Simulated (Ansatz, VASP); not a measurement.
# One calculation of FeO, two programs

INCAR

```
SYSTEM = FeO
PREC = Accurate
ENCUT = 600
EDIFF = 1E-6
ISMEAR = 0
SIGMA = 0.05
LREAL = .FALSE.
LASPH = .TRUE.
NELM = 120
ALGO = Normal
ISIF = 2
LWAVE = .FALSE.
LCHARG = .FALSE.
GGA = PE
NBANDS = 18
GGA_COMPAT = .FALSE.
```

KPOINTS

```
regular mesh
0
G
  14 14 14
  0 0 0
```

The input POSCAR:

```
FeO
1.0
    0.0000000000      2.0175544629      2.0175544629
    2.0175544629      0.0000000000      2.0175544629
    2.0175544629      2.0175544629      0.0000000000
Fe O
1 1
Direct
    0.0000000000      0.0000000000      0.0000000000
    0.5000000000      0.5000000000      0.5000000000
```

Input for Ansatz:

```yaml
crystal:
  lattice:
    - [0.0, 2.0175544629, 2.0175544629]
    - [2.0175544629, 0.0, 2.0175544629]
    - [2.0175544629, 2.0175544629, 0.0]
  atoms:
    - { symbol: Fe, position: [0.0, 0.0, 0.0] }
    - { symbol: O, position: [0.5, 0.5, 0.5] }
basis:
  ecutwfc: 420
  ecutrho_ratio: 4
kpoints:
  mp_grid: { grid: [14, 14, 14] }
hamiltonian:
  xc: pbe
scf:
  occupations: { method: gaussian, width: 0.05 }
output:
  forces: true
  stress: true
  eigenvalues: true
```

Alike in both runs: task single point; functional PBE; k mesh 14 × 14 × 14; occupations gaussian, width 0.05 eV; no spin polarisation.

|  | VASP | Ansatz |
| --- | --- | --- |
| version | VASP 6.6.1 | Ansatz 0.2.0 |
| potentials or method | VASP PAW PBE potentials, release 64 (Fe_sv, O), cutoff 600 eV | scalar-relativistic, plane waves, PAW |
| valence electrons in the cell | 22 | 22 |

```csv
,VASP,Ansatz,Ansatz less VASP
gap on the k mesh at the Fermi level (eV),none,none,-
pressure (GPa),7.9,10.7,+2.80
```

A gap of «none» marks a metal or a gap that the smearing closes.
